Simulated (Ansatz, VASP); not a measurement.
## One calculation of Cd, two programs

The input INCAR:

```
SYSTEM = Cd
  ALGO = Fast
  EDIFF = 1E-6
  ENCUT = 520
  GGA = PE
  ISIF = 2
  ISMEAR = 0
  LASPH = .True.
  LCHARG = .False.
  LREAL = .False.
  LWAVE = .False.
  NBANDS = 12
  NELM = 100
  PREC = Accurate
  SIGMA = 0.1
```

The input KPOINTS:

```
k-points
0
Gamma
  16 16 16
  0 0 0
```

The input POSCAR:

```
Cd
1.0
    0.0000000000      2.1843923835      2.1843923835
    2.1843923835      0.0000000000      2.1843923835
    2.1843923835      2.1843923835      0.0000000000
Cd
1
Direct
    0.0000000000      0.0000000000      0.0000000000
```

Input for Ansatz:

```yaml
crystal:
  lattice:
    - [0.0, 2.1843923835, 2.1843923835]
    - [2.1843923835, 0.0, 2.1843923835]
    - [2.1843923835, 2.1843923835, 0.0]
  atoms:
    - { symbol: Cd, position: [0.0, 0.0, 0.0] }
basis:
  ecutwfc: 420
kpoints:
  mp_grid: { grid: [16, 16, 16] }
hamiltonian:
  xc: pbe
scf:
  occupations: { method: gaussian, width: 0.1 }
output:
  forces: true
  stress: true
  eigenvalues: true
```

Alike in both runs: task single point; functional PBE; k mesh 16 × 16 × 16; occupations gaussian, width 0.1 eV; no spin polarisation.

|  | VASP | Ansatz |
| --- | --- | --- |
| version | VASP 6.6.1 | Ansatz 0.2.0 |
| potentials or method | VASP PAW PBE potentials, release 64 (Cd), cutoff 520 eV | scalar-relativistic, plane waves, PAW |
| valence electrons in the cell | 12 | 20 |

|  | VASP | Ansatz | Ansatz less VASP |
| --- | --- | --- | --- |
| gap on the k mesh at the Fermi level (eV) | none | none | - |
| pressure (GPa) | 5.5 | 5.1 | -0.43 |

A gap of «none» marks a metal or a gap that the smearing closes. VASP's potentials hold 12 valence electrons a cell and Ansatz's 20, so a difference there can come from the potentials and not from the codes.
